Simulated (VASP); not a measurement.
# Ag (I4/mmm) in VASP: a series of runs

The runs below take Ag through single point, with r2SCAN.

All numbers are computed with VASP 6.6.1; they aren't measurements. Logs are shortened: lines on timing, memory, paths and dates and some standing lists are left out, and cuts for length are marked.

## Step 1: The cell of the first run

Symmetry: I4/mmm, No. 139, tetragonal system. The conventional cell has a = 3.350 Å, b = 3.350 Å, c = 3.269 Å, α = 90.00°, β = 90.00°, γ = 90.00°. Ag (site symmetry 4/mmm) has 14 Ag at 2.88 to 3.35 Å within 3.8 Å.

## Step 2: Single point, r2SCAN (strain +0.025 along x and y, +0.000 along z)

POSCAR

```
Ag
1.0
   -1.6751243396      1.6751243396      1.6342676484
    1.6751243396     -1.6751243396      1.6342676484
    1.6751243396      1.6751243396     -1.6342676484
Ag
1
Direct
    0.0000000000      0.0000000000      0.0000000000
```

INCAR.step1

```
PREC = Accurate
ENCUT = 520
ISMEAR = 0
SIGMA = 0.15
LREAL = False
LASPH = True
NELM = 100
NBANDS = 12
GGA = PE
ALGO = Normal
EDIFF = 1E-4
LWAVE = True
LCHARG = False
```

INCAR.step2

```
PREC = Accurate
ENCUT = 520
EDIFF = 1E-6
ISMEAR = 0
SIGMA = 0.15
LREAL = False
LASPH = True
NELM = 100
ALGO = Normal
ISIF = 2
LWAVE = False
LCHARG = False
METAGGA = R2SCAN
LMIXTAU = True
NBANDS = 12
ISTART = 1
```

KPOINTS

```
regular mesh
0
Gamma
  26 26 26
```

Potentials or basis: VASP PAW PBE potentials, release 64 (Ag).

The run is started by

```bash
$ cat potpaw_PBE.64/Ag/POTCAR > POTCAR
$ cp INCAR.step1 INCAR
$ mpirun -np 1 vasp_std > vasp.out
$ cp INCAR.step2 INCAR
$ mpirun -np 1 vasp_std > vasp.out
```

OUTCAR:

```text
PREC = Accurate
   ENCUT = 520
   EDIFF = 1E-6
   ISMEAR = 0
   LREAL = False
   LASPH = True
   NELM = 100
   ISIF = 2
   METAGGA = R2SCAN
   ISTART = 1

 ion  position               nearest neighbor table
   1  0.000  0.000  0.000-

  LATTYP: Found a body centered tetragonal cell.
 ALAT       =     3.3502486792
 C/A-ratio  =     0.9756097561

  Lattice vectors:

 A1 = (  -1.6751243396,   1.6751243396,   1.6342676484)
 A2 = (   1.6751243396,  -1.6751243396,   1.6342676484)
 A3 = (   1.6751243396,   1.6751243396,  -1.6342676484)

Analysis of symmetry for initial positions (statically):
=====================================================================
 Subroutine PRICEL returns:
 Original cell was already a primitive cell.

 Routine SETGRP: Setting up the symmetry group for a
 body centered tetragonal supercell.

 Subroutine GETGRP returns: Found 16 space group operations
 (whereof 16 operations were pure point group operations)
 out of a pool of 16 trial point group operations.

The static configuration has the point symmetry D_4h.

Analysis of symmetry for dynamics (positions and initial velocities):
=====================================================================
 Subroutine PRICEL returns:
 Original cell was already a primitive cell.

 Routine SETGRP: Setting up the symmetry group for a
 body centered tetragonal supercell.

 Subroutine GETGRP returns: Found 16 space group operations
 (whereof 16 operations were pure point group operations)
 out of a pool of 16 trial point group operations.

The dynamic configuration has the point symmetry D_4h.

 Subroutine INISYM returns: Found 16 space group operations
 (whereof 16 operations are pure point group operations),
 and found     1 'primitive' translations

----------------------------------------------------------------------------------------

                                     Primitive cell

  volume of cell :      18.3433

  direct lattice vectors                    reciprocal lattice vectors
    -1.675124340  1.675124340  1.634267648     0.000000000  0.298485305  0.305947438
     1.675124340 -1.675124340  1.634267648     0.298485305  0.000000000  0.305947438
     1.675124340  1.675124340 -1.634267648     0.298485305  0.298485305  0.000000000

  length of vectors
     2.878005186  2.878005186  2.878005186     0.427431061  0.427431061  0.422121967

  position of ions in fractional coordinates (direct lattice)
     0.000000000  0.000000000  0.000000000
[... 78 lines left out ...]
   EDIFFG = 0.1E-04   stopping-criterion for IOM
   NSW    =      0    number of steps for IOM
   IBRION =     -1    ionic relax: 0-MD 1-quasi-New 2-CG
   NFREE  =      0    steps in history (QN), initial steepest desc. (CG)
   ISIF   =      2    stress and relaxation
   ISYM   =      2    0-nonsym 1-usesym 2-fastsym
   POTIM  = 0.5000    time-step for ionic-motion
   TEBEG  =    0.0;   TEEND  =   0.0 temperature during run
   PSTRESS=    0.0 pullay stress
   NELECT =      11.0000    total number of electrons
   NUPDOWN=      -1.0000    fix difference up-down
   EMIN   =  10.00;   EMAX   =-10.00  energy-range for DOS
   EFERMI =   0.00;   METHOD = LEGACY
   ISMEAR =     0;   SIGMA  =   0.15  broadening in eV -4-tet -1-fermi 0-gaus
   EFERMI_NEDOS =   21; number of points for ismear=-14 and -15
   IALGO  =     38    algorithm
   IMIX   =      4    mixing-type and parameters
     AMIX     =   0.40;   BMIX     =  1.00
     AMIX_MAG =   1.60;   BMIX_MAG =  1.00
  volume/ion in A,a.u.               =      18.34       123.79
  Fermi-wavevector in a.u.,A,eV,Ry     =   1.380532  2.608828 25.930935  1.905870
  Thomas-Fermi vector in A             =   2.505401
   LORBIT       =      0    0 simple, 1 ext, 2 COOP (PROOUT), +10 PAW based schemes
   METAGGA = R2SCAN    functional components
   LHFCALC =     F    Hartree Fock is set to
   AEXX    =    0.0000 exact exchange contribution
   IVDW    =     0    specifies the selected vdW correction
   LEPSILON=     F    determine dielectric tensor
   LRPA    =     F    only Hartree local field effects (RPA)
 non-spin polarized calculation
 Gauss-broadening in eV      SIGMA  =   0.15
  energy-cutoff  :      520.00
  volume of cell :       18.34
 maximum number of plane-waves:       508
 NGX is ok and might be reduce to    24
   NGX = 11   NGY = 11   NGZ = 11

 number of electron      11.0000001 magnetization

 Free energy of the ion-electron system (eV)
  ---------------------------------------------------
  ext. energy  EPLUGINS =         0.00000000
  ---------------------------------------------------
  free energy    TOTEN  =       -21.31340767 eV

  energy without entropy =      -21.30999680  energy(sigma->0) =      -21.31170223

 E-fermi :   7.5041     XC(G=0): -12.4642

 val. band max:        7.4974605883   @ k =  -0.1923   0.4231   0.1538
 cond. band min:       7.5113425692   @ k =  -0.2692  -0.2692   0.0769
 fundamental gap:      0.0138819809
 Fermi energy:         7.5041128274

 k-point     1 :       0.0000    0.0000    0.0000
  band No.  band energies     occupation
      1       0.0575      2.00000
      2       2.4039      2.00000
      3       2.5074      2.00000
      4       2.5074      2.00000
      5       3.6104      2.00000
      6       3.7255      2.00000
      7      25.7310      0.00000
      8      25.7310      0.00000
      9      26.1802      0.00000
     10      31.0182      0.00000
     11      31.0182      0.00000
     12      31.6593      0.00000
[... 331 lines left out ...]
 k-point    24 :       0.3846    0.0385    0.0000
  band No.  band energies     occupation
      1       1.2773      2.00000
      2       1.8003      2.00000
      3       3.5865      2.00000
      4       3.7878      2.00000
      5       4.3006      2.00000
      6       6.2070      2.00000
      7      13.5266      0.00000
      8      21.1851      0.00000
      9      22.0765      0.00000
     10      27.0772      0.00000
     11      28.2318      0.00000
     12      32.3979      0.00000

 [... further k-points ...]
[... 5 lines left out ...]
  --------------------------------------------------------------------------------------
  -------------------------------------------------------------------------------------
  Total       -0.4858400     -0.4858400     -0.5257182      0.0000000      0.0000000      0.0000000
  in kB      -42.4352342    -42.4352342    -45.9183536      0.0000000      0.0000000      0.0000000
  external PRESSURE =     -43.5962740 kB  Pullay stress =       0.0000000 kB

 VOLUME and BASIS-vectors are now :
 -----------------------------------------------------------------------------
  energy-cutoff  :      520.00
  volume of cell :       18.34
      direct lattice vectors                 reciprocal lattice vectors
    -1.675124340  1.675124340  1.634267648     0.000000000  0.298485305  0.305947438
     1.675124340 -1.675124340  1.634267648     0.298485305  0.000000000  0.305947438
     1.675124340  1.675124340 -1.634267648     0.298485305  0.298485305  0.000000000

 POSITION                                       TOTAL-FORCE (eV/Angst)
 -----------------------------------------------------------------------------------
      0.00000      0.00000      0.00000         0.000000      0.000000      0.000000
 -----------------------------------------------------------------------------------
    total drift:                                0.000000      0.000000     -0.000000

  FREE ENERGIE OF THE ION-ELECTRON SYSTEM (eV)
  ---------------------------------------------------
  free  energy   TOTEN  =       -21.3134076701 eV

  energy  without entropy=      -21.3099967998  energy(sigma->0) =      -21.31170223
```

Wall time 4.1 min (1 thread of Intel Xeon 6975P-C (Granite Rapids), shared host); peak memory 0.38 GiB.

Results:

| Quantity | Value |
| --- | --- |
| Free energy | -21.3134 eV |
| Pressure | -4.4 GPa |
| Band gap on the k mesh | zero (an odd number of electrons rules out a gap without spin polarisation) |

Caveat: the cell differs from its parent crystal (strain +0.025 along x and y, +0.000 along z); the cell stands under tension; the PAW data sets were made with another functional, which shifts forces and pressure a little.

## Step 3: Single point, r2SCAN (strain -0.050 along x and y, +0.000 along z)

POSCAR

```
Ag
1.0
   -1.5525542660      1.5525542660      1.6342676484
    1.5525542660     -1.5525542660      1.6342676484
    1.5525542660      1.5525542660     -1.6342676484
Ag
1
Direct
    0.0000000000      0.0000000000      0.0000000000
```

INCAR.step1

```
  PREC = Accurate
  ENCUT = 520
  ISMEAR = 0
  SIGMA = 0.15
  LREAL = False
  LASPH = True
  NELM = 60
  NBANDS = 12
  GGA = PE
  ALGO = Normal
  EDIFF = 1E-4
  LWAVE = True
  LCHARG = False
```

INCAR.step2

```
  PREC = Accurate
  ENCUT = 520
  EDIFF = 1E-6
  ISMEAR = 0
  SIGMA = 0.15
  LREAL = False
  LASPH = True
  NELM = 60
  ALGO = Normal
  ISIF = 2
  LWAVE = False
  LCHARG = True
  METAGGA = R2SCAN
  LMIXTAU = True
  LELF = True
  LVHAR = True
  NBANDS = 12
  ISTART = 1
```

KPOINTS is that of step 2.

Potentials or basis: VASP PAW PBE potentials, release 64 (Ag).

The run is started by

```bash
$ cat potpaw_PBE.64/Ag/POTCAR > POTCAR
$ cp INCAR.step1 INCAR
$ mpirun -np 1 vasp_std > vasp.out
$ cp INCAR.step2 INCAR
$ mpirun -np 1 vasp_std > vasp.out
```

Run time: 13 min. Hardware: 1 thread of Intel Xeon 8259CL, shared host; peak memory 0.34 GiB.

It converged, with:

| Item | Value |
| --- | --- |
| Free energy | -21.2620 eV |
| Pressure | 13.7 GPa |
| Band gap on the k mesh | zero (an odd number of electrons rules out a gap without spin polarisation) |

Stress tensor (GPa, compression positive):
```
13.40  0.00  0.00
 0.00 13.40  0.00
 0.00  0.00 14.28
```

Levels at points of the mesh, in eV from the Fermi level:
```
           k point  band 2  band 3  band 4  band 5  band 6  band 7  band 8  band 9  band 10  band 11
(0.00, 0.00, 0.00)   -5.71   -5.71   -5.44   -4.25   -3.96   18.36   19.30   19.30    25.73    26.23
(0.50, 0.00, 0.00)   -6.44   -4.32   -3.90   -2.91   -0.35    4.60   14.46   16.34    22.07    23.67
(0.50, 0.50, 0.00)   -6.75   -3.94   -3.84   -2.85   -0.01    5.16   13.66   15.05    21.14    22.33
(0.50, 0.50, 0.50)   -7.33   -3.23   -3.14   -3.14    6.42    8.03    8.03   13.50    15.24    15.24
```

Caveat: the cell differs from its parent crystal (strain -0.050 along x and y, +0.000 along z); the cell stands under pressure; the PAW data sets were made with another functional, which shifts forces and pressure a little.

(Part 1 of 2 ends here.)
